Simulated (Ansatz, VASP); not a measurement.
## One calculation of SiNi, two programs

```
CELL_PARAMETERS angstrom
2.99479 0.00000 0.00000
0.00000 3.23460 0.00000
0.00000 0.00000 4.67247
ATOMIC_POSITIONS crystal
Si 0.50000 0.50000 0.84261
Si 0.00000 0.00000 0.15739
Ni 0.50000 0.50000 0.34329
Ni 0.00000 0.00000 0.65671
```

Alike in both runs: task single point; functional PBEsol; k mesh 18 × 16 × 12; occupations gaussian, width 0.1 eV; no spin polarisation.

```csv
,VASP,Ansatz
version,VASP 6.6.1,Ansatz 0.2.0
potentials or method,"VASP PAW PBE potentials, release 64 (Si, Ni), cutoff 520 eV","scalar-relativistic, plane waves, PAW"
valence electrons in the cell,28,44
```

Ansatz gave:

| Quantity | Value |
| --- | --- |
| gap on the k mesh at the Fermi level (eV) | none |
| pressure (GPa) | 0.0 |
| traceless stress, the component that is largest in VASP (GPa) | -0.19 |
| rms of the force components (eV/Å) | 0.001 |

Problem. Estimate VASP's values.

Solution. gap on the k mesh at the Fermi level (eV): none; pressure (GPa): 0.3; traceless stress, the component that is largest in VASP (GPa): -0.30; rms of the force components (eV/Å): 0.005.

VASP's potentials were made for PBE, not for PBEsol. Atom by atom the forces differ by 0.004 eV/Å (rms over components). A gap of «none» marks a metal or a gap that the smearing closes. The functional is the same, so the differences come from potentials, cutoffs and numerics. VASP's potentials hold 28 valence electrons a cell and Ansatz's 44, so a difference there can come from the potentials and not from the codes.
